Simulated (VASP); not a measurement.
# TePb in VASP: a series of runs

TePb is run at these levels: PBE; tasks: single point.

All numbers are computed with VASP 6.6.1; they aren't measurements. Logs are shortened: lines on timing, memory, paths and dates and some standing lists are left out, and cuts for length are marked.

### 1 The cell of the first run

It takes space group I4mm (No. 107, tetragonal). Conventional cell: a = 4.564 Å, b = 4.564 Å, c = 6.454 Å, α = 90.00°, β = 90.00°, γ = 90.00°. Te (site symmetry 4mm) has 6 Pb at 3.18 to 3.27 Å within 4.2 Å. Within 4.2 Å of Pb (site symmetry 4mm) lie 6 Te at 3.18 to 3.27 Å.

### 2 Single point, PBE (one atom moved)

File INCAR:

```
SYSTEM = TePb
PREC = Accurate
ENCUT = 520
EDIFF = 1E-6
ISMEAR = 0
SIGMA = 0.02
LREAL = .False.
LASPH = .True.
NELM = 100
ALGO = Normal
ISIF = 2
LWAVE = .False.
LCHARG = .False.
GGA = PE
NBANDS = 17
```

File KPOINTS:

```
Automatic mesh
0
Gamma
  8 8 8
  0 0 0
```

File POSCAR:

```
TePb
1.0
    0.0000000000      3.2270000000      3.2270000000
    3.2270000000      0.0000000000      3.2270000000
    3.2270000000      3.2270000000      0.0000000000
Te Pb
1 1
Direct
    0.5069724202      0.4930275798      0.5069724202
    0.0000000000      0.0000000000      0.0000000000
```

Potentials or basis: VASP PAW PBE potentials, release 64 (Te, Pb_d).

Started as:

```
$ cat potpaw_PBE.64/Te/POTCAR potpaw_PBE.64/Pb_d/POTCAR > POTCAR
$ mpirun -np 1 vasp_std > vasp.out
```

OUTCAR:

```text
SYSTEM = TePb
   PREC = Accurate
   ENCUT = 520
   EDIFF = 1E-6
   ISMEAR = 0
   LREAL = .False.
   LASPH = .True.
   NELM = 100
   ISIF = 2
   GGA = PE

 ion  position               nearest neighbor table
   1  0.507  0.493  0.507-   2 3.18   2 3.23   2 3.23   2 3.23   2 3.23   2 3.27
   2  0.000  0.000  0.000-   1 3.18   1 3.23   1 3.23   1 3.23   1 3.23   1 3.27

  LATTYP: Found a face centered cubic cell.
 ALAT       =     6.4540000000

  Lattice vectors:

 A1 = (   0.0000000000,   3.2270000000,   3.2270000000)
 A2 = (   3.2270000000,   0.0000000000,   3.2270000000)
 A3 = (   3.2270000000,   3.2270000000,   0.0000000000)

Analysis of symmetry for initial positions (statically):
=====================================================================
 Subroutine PRICEL returns:
 Original cell was already a primitive cell.

 Routine SETGRP: Setting up the symmetry group for a
 face centered cubic supercell.

 Subroutine GETGRP returns: Found  8 space group operations
 (whereof  8 operations were pure point group operations)
 out of a pool of 48 trial point group operations.

The static configuration has the point symmetry C_4v.

Analysis of symmetry for dynamics (positions and initial velocities):
=====================================================================
 Subroutine PRICEL returns:
 Original cell was already a primitive cell.

 Routine SETGRP: Setting up the symmetry group for a
 face centered cubic supercell.

 Subroutine GETGRP returns: Found  8 space group operations
 (whereof  8 operations were pure point group operations)
 out of a pool of 48 trial point group operations.

The dynamic configuration has the point symmetry C_4v.

 Subroutine INISYM returns: Found  8 space group operations
 (whereof  8 operations are pure point group operations),
 and found     1 'primitive' translations

----------------------------------------------------------------------------------------

                                     Primitive cell

  volume of cell :      67.2089

  direct lattice vectors                    reciprocal lattice vectors
     0.000000000  3.227000000  3.227000000    -0.154942671  0.154942671  0.154942671
     3.227000000  0.000000000  3.227000000     0.154942671 -0.154942671  0.154942671
     3.227000000  3.227000000  0.000000000     0.154942671  0.154942671 -0.154942671

  length of vectors
     4.563667166  4.563667166  4.563667166     0.268368579  0.268368579  0.268368579

  position of ions in fractional coordinates (direct lattice)
     0.506972420  0.493027580  0.506972420
     0.000000000  0.000000000  0.000000000

  ion indices of the primitive-cell ions
   primitive index   ion index
                 1           1
                 2           2

----------------------------------------------------------------------------------------

 KPOINTS: Automatic mesh

Automatic generation of k-mesh.
 Grid dimensions read from file:
 generate k-points for:    8    8    8

 Generating k-lattice:

  Cartesian coordinates                     Fractional coordinates (reciprocal lattice)
    -0.019367834  0.019367834  0.019367834     0.125000000  0.000000000  0.000000000
     0.019367834 -0.019367834  0.019367834     0.000000000  0.125000000  0.000000000
     0.019367834  0.019367834 -0.019367834     0.000000000  0.000000000  0.125000000

  Length of vectors
     0.033546072  0.033546072  0.033546072

  Shift w.r.t. Gamma in fractional coordinates (k-lattice)
     0.000000000  0.000000000  0.000000000

 Subroutine IBZKPT returns following result:
 ===========================================

 Found     59 irreducible k-points:

 Following reciprocal coordinates:
            Coordinates               Weight
  0.000000  0.000000  0.000000      1.000000
  0.125000  0.000000  0.000000      8.000000
  0.250000  0.000000  0.000000      8.000000
  0.375000  0.000000  0.000000      8.000000
  0.500000  0.000000  0.000000      4.000000
  0.125000  0.125000  0.000000      4.000000
[... 16 lines left out ...]
  0.250000  0.000000  0.375000      8.000000
  0.500000  0.250000  0.000000     16.000000
 [... further k-points ...]
   k-points           NKPTS =     59   k-points in BZ     NKDIM =     59   number of bands    NBANDS=     17
   number of dos      NEDOS =    301   number of ions     NIONS =      2
   total plane-waves  NPLWV =  46656
   dimension x,y,z NGX =    36 NGY =   36 NGZ =   36
   dimension x,y,z NGXF=    72 NGYF=   72 NGZF=   72
   ions per type =               1   1
   NGX,Y,Z   is equivalent  to a cutoff of  13.11, 13.11, 13.11 a.u.
   NGXF,Y,Z  is equivalent  to a cutoff of  26.23, 26.23, 26.23 a.u.
 SYSTEM =  TePb
   PREC   = accura    normal or accurate (medium, high low for compatibility)
   ISTART =      0    job   : 0-new  1-cont  2-samecut
   ICHARG =      2    charge: 1-file 2-atom 10-const
   ISPIN  =      1    spin polarized calculation?
   LNONCOLLINEAR =      F non collinear calculations
   LSORBIT =      F    spin-orbit coupling
   LASPH  =      T    aspherical Exc in radial PAW
   ENCUT  =  520.0 eV  38.22 Ry    6.18 a.u.   8.49  8.49  8.49*2*pi/ulx,y,z
   NELM   =    100;   NELMIN=  2; NELMDL= -5     # of ELM steps
   EDIFF  = 0.1E-05   stopping-criterion for ELM
   LREAL  =      F    real-space projection
   EDIFFG = 0.1E-04   stopping-criterion for IOM
   NSW    =      0    number of steps for IOM
   IBRION =     -1    ionic relax: 0-MD 1-quasi-New 2-CG
   NFREE  =      0    steps in history (QN), initial steepest desc. (CG)
   ISIF   =      2    stress and relaxation
   ISYM   =      2    0-nonsym 1-usesym 2-fastsym
   POTIM  = 0.5000    time-step for ionic-motion
   TEBEG  =    0.0;   TEEND  =   0.0 temperature during run
   PSTRESS=    0.0 pullay stress
   NELECT =      20.0000    total number of electrons
   NUPDOWN=      -1.0000    fix difference up-down
   EMIN   =  10.00;   EMAX   =-10.00  energy-range for DOS
   EFERMI =   0.00;   METHOD = LEGACY
   ISMEAR =     0;   SIGMA  =   0.02  broadening in eV -4-tet -1-fermi 0-gaus
   EFERMI_NEDOS =   21; number of points for ismear=-14 and -15
   IALGO  =     38    algorithm
   IMIX   =      4    mixing-type and parameters
     AMIX     =   0.40;   BMIX     =  1.00
     AMIX_MAG =   1.60;   BMIX_MAG =  1.00
  volume/ion in A,a.u.               =      33.60       226.77
  Fermi-wavevector in a.u.,A,eV,Ry     =   1.092972  2.065418 16.253366  1.194589
  Thomas-Fermi vector in A             =   2.229249
   LORBIT       =      0    0 simple, 1 ext, 2 COOP (PROOUT), +10 PAW based schemes
   GGA     = PE    functional components
   LHFCALC =     F    Hartree Fock is set to
   AEXX    =    0.0000 exact exchange contribution
   IVDW    =     0    specifies the selected vdW correction
   LEPSILON=     F    determine dielectric tensor
   LRPA    =     F    only Hartree local field effects (RPA)
 non-spin polarized calculation
 Gauss-broadening in eV      SIGMA  =   0.02
  energy-cutoff  :      520.00
  volume of cell :       67.21
 maximum number of plane-waves:      1837
 NGX is ok and might be reduce to    36
   NGX = 17   NGY = 17   NGZ = 17

 number of electron      20.0000002 magnetization

 Free energy of the ion-electron system (eV)
  ---------------------------------------------------
  ext. energy  EPLUGINS =         0.00000000
  ---------------------------------------------------
  free energy    TOTEN  =        -7.49709299 eV

  energy without entropy =       -7.49709299  energy(sigma->0) =       -7.49709299

 E-fermi :   5.8139     XC(G=0):  -9.3166

 val. band max:        5.6699212967   @ k =   0.5000   0.0000   0.0000
 cond. band min:       6.4089930646   @ k =   0.5000   0.0000   0.0000
 fundamental gap:      0.7390717679
 Fermi energy:         5.8138600707

 k-point     1 :       0.0000    0.0000    0.0000
  band No.  band energies     occupation
      1     -11.0528      2.00000
      2     -11.0526      2.00000
      3     -11.0433      2.00000
      4     -11.0430      2.00000
      5     -11.0430      2.00000
      6      -6.3790      2.00000
[... 9 lines left out ...]
     16      11.4710      0.00000
     17      13.0240      0.00000

 k-point     2 :       0.1250    0.0000    0.0000
  band No.  band energies     occupation
      1     -11.0546      2.00000
      2     -11.0545      2.00000
      3     -11.0427      2.00000
      4     -11.0410      2.00000
      5     -11.0408      2.00000
      6      -6.2443      2.00000
[... 9 lines left out ...]
     16      11.7589      0.00000
     17      14.0925      0.00000

 k-point     3 :       0.2500    0.0000    0.0000
  band No.  band energies     occupation
      1     -11.0599      2.00000
      2     -11.0599      2.00000
      3     -11.0418      2.00000
      4     -11.0348      2.00000
      5     -11.0346      2.00000
      6      -5.8568      2.00000
[... 9 lines left out ...]
     16      12.5543      0.00000
     17      15.9854      0.00000

 k-point     4 :       0.3750    0.0000    0.0000
  band No.  band energies     occupation
      1     -11.0656      2.00000
      2     -11.0656      2.00000
      3     -11.0410      2.00000
      4     -11.0283      2.00000
      5     -11.0280      2.00000
      6      -5.2989      2.00000
[... 9 lines left out ...]
     16      13.7755      0.00000
     17      16.4072      0.00000
[... 343 lines left out ...]
      1     -11.0890      2.00000
      2     -11.0484      2.00000
      3     -11.0476      2.00000
      4     -11.0264      2.00000
      5     -11.0246      2.00000
      6      -5.2882      2.00000
[... 9 lines left out ...]
     16      15.0525      0.00000
     17      15.4343      0.00000

 k-point    23 :       0.2500    0.0000    0.3750
  band No.  band energies     occupation
      1     -11.0889      2.00000
      2     -11.0484      2.00000
      3     -11.0481      2.00000
      4     -11.0262      2.00000
      5     -11.0245      2.00000
      6      -5.2869      2.00000
[... 9 lines left out ...]
     16      15.0588      0.00000
     17      15.4155      0.00000

 k-point    24 :       0.5000    0.2500    0.0000
  band No.  band energies     occupation
      1     -11.0908      2.00000
      2     -11.0538      2.00000
      3     -11.0431      2.00000
      4     -11.0263      2.00000
      5     -11.0219      2.00000
      6      -4.8360      2.00000
[... 9 lines left out ...]
     16      15.3271      0.00000
     17      16.1366      0.00000

 [... further k-points ...]

------------------------ aborting loop because EDIFF is reached ----------------------------------------

  FORCE on cell =-STRESS in cart. coord.  units (eV):
  Direction    XX          YY          ZZ          XY          YZ          ZX
  --------------------------------------------------------------------------------------
  -------------------------------------------------------------------------------------
  Total        0.9439882      0.9772980      0.9439882      0.0000000      0.0000000     -0.0000000
  in kB       22.5035091     23.2975736     22.5035091      0.0000000      0.0000000     -0.0000000
  external PRESSURE =      22.7681972 kB  Pullay stress =       0.0000000 kB

 VOLUME and BASIS-vectors are now :
 -----------------------------------------------------------------------------
  energy-cutoff  :      520.00
  volume of cell :       67.21
      direct lattice vectors                 reciprocal lattice vectors
     0.000000000  3.227000000  3.227000000    -0.154942671  0.154942671  0.154942671
     3.227000000  0.000000000  3.227000000     0.154942671 -0.154942671  0.154942671
     3.227000000  3.227000000  0.000000000     0.154942671  0.154942671 -0.154942671

 POSITION                                       TOTAL-FORCE (eV/Angst)
 -----------------------------------------------------------------------------------
      3.22700      3.27200      3.22700         0.000000     -0.031107      0.000000
      0.00000      0.00000      0.00000         0.000000      0.031107      0.000000
 -----------------------------------------------------------------------------------
    total drift:                                0.000000     -0.000066      0.000000

  FREE ENERGIE OF THE ION-ELECTRON SYSTEM (eV)
  ---------------------------------------------------
  free  energy   TOTEN  =        -7.4970929882 eV

  energy  without entropy=       -7.4970929882  energy(sigma->0) =       -7.49709299
```

Run time: 25 s. Hardware: 1 thread of Intel Xeon 6975P-C (Granite Rapids), shared host; peak memory 0.24 GiB.

What came out:

| Item | Value |
| --- | --- |
| Free energy | -7.4971 eV |
| Pressure | 2.3 GPa |
| Largest force | 0.031 eV/Å |
| Band gap on the k mesh | 0.74 eV, direct |

Forces in eV/Å, atoms in the order of the input:
```
Te   0.000 -0.031  0.000
Pb   0.000  0.031  0.000
```

Stress tensor (GPa, compression positive):
```
2.25 0.00 0.00
0.00 2.33 0.00
0.00 0.00 2.25
```

Caveat: the cell differs from its parent crystal (one atom moved); spin-orbit coupling is left out, which moves the levels of the heavy elements.

### 3 Single point, PBE (strained and its atoms moved)

File INCAR:

```
ALGO = Normal
EDIFF = 1E-7
ENCUT = 520
GGA = PE
ISIF = 2
ISMEAR = 0
LASPH = T
LCHARG = F
LREAL = F
LWAVE = F
NBANDS = 17
NELM = 60
PREC = Accurate
SIGMA = 0.02
```

File KPOINTS:

```
k-points
0
Gamma
  8 8 8
```

File POSCAR:

```
TePb
1.0
    0.0000000000      3.3447855000      3.3447855000
    3.3447855000      0.0000000000      3.3447855000
    3.3447855000      3.3447855000      0.0000000000
Te Pb
1 1
Direct
    0.5000000000      0.5000000000      0.5000000000
    0.0000000000      0.0000000000      0.0000000000
```

Potentials or basis: VASP PAW PBE potentials, release 64 (Te, Pb_d).

Started as:

```
$ cat potpaw_PBE.64/Te/POTCAR potpaw_PBE.64/Pb_d/POTCAR > POTCAR
$ mpirun -np 1 vasp_std > vasp.out
```

It took 34 s on 1 thread of Intel Xeon Platinum 8488C (Sapphire Rapids), shared host; peak memory 0.21 GiB.

It converged, with:

```
Free energy            : -7.4989 eV
Pressure               : -1.9 GPa
Band gap on the k mesh : 0.92 eV, direct
```

Levels at points of the mesh, in eV from the valence-band top:
```tsv
k point	band 6	band 7	band 8	band 9	band 10	band 11	band 12	band 13	band 14	band 15
(0.00, 0.00, 0.00)	-11.21	-5.84	-0.96	-0.96	-0.96	3.95	3.95	3.95	6.03	6.03
(0.50, 0.00, 0.00)	-10.03	-8.10	-0.57	-0.57	0.00	0.92	1.51	1.51	8.28	9.02
(0.50, 0.50, 0.00)	-9.87	-7.15	-3.71	-2.22	-2.22	3.73	5.11	5.11	6.13	9.89
```

Caveat: the cell differs from its parent crystal (strained and its atoms moved); spin-orbit coupling is left out, which moves the levels of the heavy elements. A k mesh can miss the band edges.
